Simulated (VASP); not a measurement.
# As in VASP: single point with PBE+D4

Aim: the single point of As with PBE+D4.

Everything below comes from runs of VASP 6.6.1. Logs are shortened: lines on timing, memory, paths and dates and some standing lists are left out, and cuts for length are marked.

## Step 1: The cell of the first run

The cell holds a slab with vacuum, 2 atoms: a = 3.566 Å, b = 3.566 Å, c = 24.027 Å, α = 90.00°, β = 90.00°, γ = 120.00°.

## Step 2: Single point, PBE+D4

File INCAR:

```
PREC     = Accurate       # precision mode
ENCUT    = 400            # plane-wave cutoff, eV
EDIFF    = 1E-6           # SCF threshold, eV
ISMEAR   = 0              # smearing method
SIGMA    = 0.04           # smearing width, eV
LREAL    = False          # projectors in reciprocal space
LASPH    = True           # aspherical terms in the spheres
NELM     = 120            # most SCF steps
ALGO     = Normal         # electronic algorithm
ISIF     = 2              # what is computed and relaxed
LWAVE    = False          # write WAVECAR
LCHARG   = False          # write CHGCAR
LDIPOL   = True         
IDIPOL   = 3            
DIPOL    = 0.5 0.5 0.663
GGA      = PE             # functional
IVDW     = 13             # dispersion correction
NBANDS   = 22             # bands
GGA_COMPAT= False        
NELMDL   = -8
```

File KPOINTS:

```
regular mesh
0
Gamma
  12 12 1
```

File POSCAR:

```
As
1.0
    3.5655719534      0.0000000000      0.0000000000
   -1.7827859767      3.0878758907      0.0000000000
    0.0000000000      0.0000000000     24.0274036644
As
2
Direct
    0.6666666667      0.3333333333      0.6341407582
    0.3333333333      0.6666666667      0.6927735268
```

Potentials or basis: VASP PAW PBE potentials, release 64 (As_d).

On the command line:

```
> cat potpaw_PBE.64/As_d/POTCAR > POTCAR
> mpirun -np 1 vasp_std > vasp.out
```

OUTCAR:

```text
PREC = Accurate
   ENCUT = 400
   EDIFF = 1E-6
   ISMEAR = 0
   LREAL = False
   LASPH = True
   NELM = 120
   ISIF = 2
   GGA = PE
   IVDW = 13
   NELMDL = -8

 ion  position               nearest neighbor table
   1  0.667  0.333  0.634-   2 2.49   2 2.49   2 2.49
   2  0.333  0.667  0.693-   1 2.49   1 2.49   1 2.49

  LATTYP: Found a hexagonal cell.
 ALAT       =     3.5655719534
 C/A-ratio  =     6.7387235424

  Lattice vectors:

 A1 = (   3.5655719534,   0.0000000000,   0.0000000000)
 A2 = (  -1.7827859767,   3.0878758907,   0.0000000000)
 A3 = (   0.0000000000,   0.0000000000,  24.0274036644)

Analysis of symmetry for initial positions (statically):
=====================================================================
 Subroutine PRICEL returns:
 Original cell was already a primitive cell.

 Routine SETGRP: Setting up the symmetry group for a
 hexagonal supercell.

 Subroutine GETGRP returns: Found 12 space group operations
 (whereof  6 operations were pure point group operations)
 out of a pool of 24 trial point group operations.

The static configuration has the point symmetry C_3v.
 The point group associated with its full space group is D_3d.

Analysis of symmetry for dynamics (positions and initial velocities):
=====================================================================
 Subroutine PRICEL returns:
 Original cell was already a primitive cell.

 Routine SETGRP: Setting up the symmetry group for a
 hexagonal supercell.

 Subroutine GETGRP returns: Found 12 space group operations
 (whereof  6 operations were pure point group operations)
 out of a pool of 24 trial point group operations.

The dynamic configuration has the point symmetry C_3v.
 The point group associated with its full space group is D_3d.

 Subroutine INISYM returns: Found 12 space group operations
 (whereof  6 operations are pure point group operations),
 and found     1 'primitive' translations

----------------------------------------------------------------------------------------

                                     Primitive cell

  volume of cell :     264.5428

  direct lattice vectors                    reciprocal lattice vectors
     3.565571953  0.000000000  0.000000000     0.280459913  0.161923606  0.000000000
    -1.782785977  3.087875891  0.000000000     0.000000000  0.323847213  0.000000000
     0.000000000  0.000000000 24.027403664     0.000000000  0.000000000  0.041619145

  length of vectors
[... 81 lines left out ...]
   NFREE  =      0    steps in history (QN), initial steepest desc. (CG)
   ISIF   =      2    stress and relaxation
   ISYM   =      2    0-nonsym 1-usesym 2-fastsym
   POTIM  = 0.5000    time-step for ionic-motion
   TEBEG  =    0.0;   TEEND  =   0.0 temperature during run
   PSTRESS=    0.0 pullay stress
   NELECT =      30.0000    total number of electrons
   NUPDOWN=      -1.0000    fix difference up-down
   EMIN   =  10.00;   EMAX   =-10.00  energy-range for DOS
   EFERMI =   0.00;   METHOD = LEGACY
   ISMEAR =     0;   SIGMA  =   0.04  broadening in eV -4-tet -1-fermi 0-gaus
   EFERMI_NEDOS =   21; number of points for ismear=-14 and -15
   IALGO  =     38    algorithm
   IMIX   =      4    mixing-type and parameters
     AMIX     =   0.40;   BMIX     =  1.00
     AMIX_MAG =   1.60;   BMIX_MAG =  1.00
  volume/ion in A,a.u.               =     132.27       892.61
  Fermi-wavevector in a.u.,A,eV,Ry     =   0.792410  1.497438  8.543284  0.627914
  Thomas-Fermi vector in A             =   1.898143
   LORBIT       =      0    0 simple, 1 ext, 2 COOP (PROOUT), +10 PAW based schemes
   GGA     = PE    functional components
   LHFCALC =     F    Hartree Fock is set to
   AEXX    =    0.0000 exact exchange contribution
   IVDW    =    13    specifies the selected vdW correction
   LEPSILON=     F    determine dielectric tensor
   LRPA    =     F    only Hartree local field effects (RPA)
 non-spin polarized calculation
 Gauss-broadening in eV      SIGMA  =   0.04
  energy-cutoff  :      400.00
  volume of cell :      264.54
 maximum number of plane-waves:      4844
 NGX is ok and might be reduce to    24
   NGX = 11   NGY = 11   NGZ = 79

 dipolmoment           0.000000      0.000000     -0.000000 electrons x Angstroem

 number of electron      30.0000013 magnetization

 dipolmoment           0.000000      0.000000      0.000000 electrons x Angstroem

 Free energy of the ion-electron system (eV)
  ---------------------------------------------------
  ext. energy  EPLUGINS =         0.00000000
  ---------------------------------------------------
  free energy    TOTEN  =        -9.35350508 eV

  energy without entropy =       -9.35350508  energy(sigma->0) =       -9.35350508

 E-fermi :  -3.7124     XC(G=0):  -2.3189

 val. band max:       -3.8827769456   @ k =   0.0000   0.0000   0.0000
 cond. band min:      -2.3883575497   @ k =   0.3333   0.0000   0.0000
 fundamental gap:      1.4944193959
 Fermi energy:        -3.7124476973

 k-point     1 :       0.0000    0.0000    0.0000
  band No.  band energies     occupation
      1     -39.1375      2.00000
      2     -39.1375      2.00000
      3     -39.0978      2.00000
      4     -39.0978      2.00000
      5     -39.0487      2.00000
      6     -39.0237      2.00000
[... 464 lines left out ...]
     21       5.0878      0.00000
     22       5.8800      0.00000

------------------------ aborting loop because EDIFF is reached ----------------------------------------

 vacuum level on the upper side and lower side of the slab       (xc-potential included)        -0.008        -0.008

  DFT-D4 for vdW energy calculation

  Edisp (eV):   -0.49483

  FORCE on cell =-STRESS in cart. coord.  units (eV):
  Direction    XX          YY          ZZ          XY          YZ          ZX
  --------------------------------------------------------------------------------------
  -------------------------------------------------------------------------------------
  Total      -0.11455    -0.11455    -0.22262     0.00000    -0.00000     0.00000
  in kB      -0.69375    -0.69375    -1.34825     0.00000    -0.00000     0.00000
  external pressure =       -0.91 kB  Pullay stress =        0.00 kB

 VOLUME and BASIS-vectors are now :
 -----------------------------------------------------------------------------
  energy-cutoff  :      400.00
  volume of cell :      264.54
      direct lattice vectors                 reciprocal lattice vectors
     3.565571953  0.000000000  0.000000000     0.280459913  0.161923606  0.000000000
    -1.782785977  3.087875891  0.000000000     0.000000000  0.323847213  0.000000000
     0.000000000  0.000000000 24.027403664     0.000000000  0.000000000  0.041619145

 POSITION                                       TOTAL-FORCE (eV/Angst)
 -----------------------------------------------------------------------------------
      1.78279      1.02929     15.23676        -0.000000      0.000000      0.112700
     -0.00000      2.05858     16.64555         0.000000     -0.000000     -0.112700
 -----------------------------------------------------------------------------------
    total drift:                                0.000000     -0.000000      0.000006

  FREE ENERGIE OF THE ION-ELECTRON SYSTEM (eV)
  ---------------------------------------------------
  free  energy   TOTEN  =        -9.8483347420 eV

  energy  without entropy=       -9.8483347420  energy(sigma->0) =       -9.84833474

 vacuum level on the upper side and lower side of the slab         1.314         1.314
```

OSZICAR:

```text
N       E                     dE             d eps       ncg     rms          rms(c)
DAV:   1     0.233326550611E+03    0.23333E+03   -0.14974E+04  1052   0.304E+03
DAV:   2     0.300956704301E+02   -0.20323E+03   -0.19364E+03   908   0.749E+02
DAV:   3    -0.730755818248E+01   -0.37403E+02   -0.37178E+02  1292   0.149E+02
DAV:   4    -0.927551081180E+01   -0.19680E+01   -0.19657E+01  1060   0.458E+01
[... 13 lines left out ...]
DAV:  18    -0.935348870459E+01   -0.40790E-04   -0.13137E-06   830   0.605E-03    0.568E-04
DAV:  19    -0.935349901965E+01   -0.10315E-04   -0.38260E-07   800   0.442E-03    0.247E-04
DAV:  20    -0.935350284096E+01   -0.38213E-05   -0.11757E-07   746   0.314E-03    0.148E-04
DAV:  21    -0.935350470532E+01   -0.18644E-05   -0.63908E-08   696   0.239E-03    0.547E-05
DAV:  22    -0.935350507963E+01   -0.37431E-06   -0.17471E-08   664   0.200E-03
   1 F= -.98483347E+01 E0= -.98483347E+01  d E =-.418060E-11
```

stdout:

```text
POSCAR found type information on POSCAR As
 POSCAR found :  1 types and       2 ions
 scaLAPACK will be used
 LDA part: xc-table for (Slater+PW92), standard interpolation
 POSCAR, INCAR and KPOINTS ok, starting setup
 FFT: planning ... GRIDC
 FFT: planning ... GRID_SOFT
 FFT: planning ... GRID
 WAVECAR not read
 entering main loop
```

Wall time 3.7 min (1 thread of AMD EPYC, shared host); peak memory 0.26 GiB.

What came out:

| Item | Value |
| --- | --- |
| Free energy | -9.8483 eV |
| Largest force | 0.113 eV/Å |
| Band gap on the k mesh | 1.49 eV (least direct gap 2.04 eV) |
| Dispersion energy per atom | -0.247 eV |

Forces in eV/Å, atoms in the order of the input:
```
As   0.000  0.000  0.113
As   0.000  0.000 -0.113
```

Levels at points of the mesh, in eV from the valence-band top:
```tsv
k point	band 13	band 14	band 15	band 16	band 17	band 18
(0.00, 0.00, 0.00)	-0.80	0.00	0.00	2.04	3.49	3.49
(0.50, 0.00, 0.00)	-3.61	-1.94	-1.77	1.91	2.94	4.43
```
